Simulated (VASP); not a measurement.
Wanted: the native input for a VASP 6.6.1 run.

- Task: single point
- Functional: PBE
- Potentials or basis: VASP PAW PBE potentials, release 64 (Ti_sv)
- Cutoff: 520 eV
- k mesh: 6 × 6 × 4
- Occupations: gaussian, width 0.1 eV
- Spin: no spin polarisation
- Dipole correction: no
- Further INCAR settings: ALGO = Normal; EDIFF = 1e-07; NBANDS = 32

The structure of Ti lies in POSCAR:

```
Ti
1.0
    1.4675928826     -4.8575664242      0.0000000000
    1.4675928826      4.8575664242      0.0000000000
    0.0000000000      0.0000000000      4.9301871127
Ti
4
Direct
    0.1351288926      0.8648711074      0.9999982798
    0.6351288926      0.3648711074      0.5000017202
    0.8648711074      0.1351288926      0.0000017202
    0.3648711074      0.6351288926      0.4999982798
```

One way to write it, as run:

INCAR

```
SYSTEM = Ti
PREC = Accurate
ENCUT = 520
EDIFF = 1E-7
ISMEAR = 0
SIGMA = 0.1
LREAL = .FALSE.
LASPH = .TRUE.
NELM = 80
ALGO = Normal
ISIF = 2
LWAVE = .FALSE.
LCHARG = .TRUE.
GGA = PE
LELF = .TRUE.
LVHAR = .TRUE.
NBANDS = 32
```

KPOINTS

```
regular mesh
0
G
  6 6 4
  0 0 0
```

Potentials or basis: VASP PAW PBE potentials, release 64 (Ti_sv).

Launch:

```console
$ cat potpaw_PBE.64/Ti_sv/POTCAR > POTCAR
$ mpirun -np 1 vasp_std > vasp.out
```

It gave:

* Pressure: -0.1 GPa
* Band gap on the k mesh: zero (bands 24 and 25 overlap by 1.08 eV)

Caveat: the k points lie up to 0.37 Å⁻¹ apart, too coarse for converged energies and pressures of a metal.

It took 56 s on 1 thread of Intel(R) Xeon(R) 6975P-C (Granite Rapids), on a shared host, peak memory 0.26 GiB.
